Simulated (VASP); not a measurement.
Write the native input for VASP 6.6.1 that does the following.

| Item | Value |
| --- | --- |
| Task | electric field gradients |
| Functional | r2SCAN |
| Potentials or basis | VASP PAW PBE potentials, release 64 (Ba_sv, S) |
| Cutoff | 520 eV |
| k mesh | 7 × 7 × 7 |
| Occupations | fermi-dirac, width 0.02 eV |
| Spin | no spin polarisation |
| Dipole correction | no |
| Further INCAR settings | ALGO = Normal; EDIFF = 1e-08; NBANDS = 15 |

BaS:

```
Ba S
1.0
     0.00000    3.28894    3.28894
     3.28894    0.00000    3.28894
     3.28894    3.28894    0.00000
Ba S
1 1
Direct
  0.00000 0.00000 0.00000
  0.50000 0.50000 0.50000
```

One way to write it, as run:

POSCAR

```
BaS
1.0
    0.0000000000      3.2889402211      3.2889402211
    3.2889402211      0.0000000000      3.2889402211
    3.2889402211      3.2889402211      0.0000000000
Ba S
1 1
Direct
    0.0000000000      0.0000000000      0.0000000000
    0.5000000000      0.5000000000      0.5000000000
```

INCAR.step1

```
SYSTEM = BaS
PREC = Accurate
ENCUT = 520
ISMEAR = -1
SIGMA = 0.02
LREAL = .FALSE.
LASPH = .TRUE.
NELM = 100
NBANDS = 15
GGA = PE
ALGO = Normal
EDIFF = 1E-4
LWAVE = .TRUE.
LCHARG = .FALSE.
```

INCAR.step2

```
SYSTEM = BaS
PREC = Accurate
ENCUT = 520
EDIFF = 1E-8
ISMEAR = -1
SIGMA = 0.02
LREAL = .FALSE.
LASPH = .TRUE.
NELM = 100
ALGO = Normal
ISIF = 2
LWAVE = .FALSE.
LCHARG = .FALSE.
METAGGA = R2SCAN
LMIXTAU = .TRUE.
LEFG = .TRUE.
NBANDS = 15
ISTART = 1
```

KPOINTS

```
Automatic mesh
0
G
  7 7 7
  0 0 0
```

Potentials or basis: VASP PAW PBE potentials, release 64 (Ba_sv, S).

The run is started by

```console
$ cat potpaw_PBE.64/Ba_sv/POTCAR potpaw_PBE.64/S/POTCAR > POTCAR
$ cp INCAR.step1 INCAR
$ mpirun -np 1 vasp_std > vasp.out
$ cp INCAR.step2 INCAR
$ mpirun -np 1 vasp_std > vasp.out
```

It gave:

```json
{
 "Pressure": "-2.3 GPa",
 "Band gap on the k mesh": "2.65 eV (least direct gap 2.83 eV)",
 "Largest electric field gradient by atom": "under 0.05 V/Å² on every atom"
}
```

Caveat: the PAW data sets were made with another functional, which shifts forces and pressure a little; spin-orbit coupling is left out, which moves the levels of the heavy elements; an odd mesh through Γ misses points on the zone boundary, where band edges can lie.

Wall time 2.4 min on 1 thread of AMD EPYC 7R43 64-Core Processor (Zen 3), with other jobs on the host, peak memory 0.19 GiB.
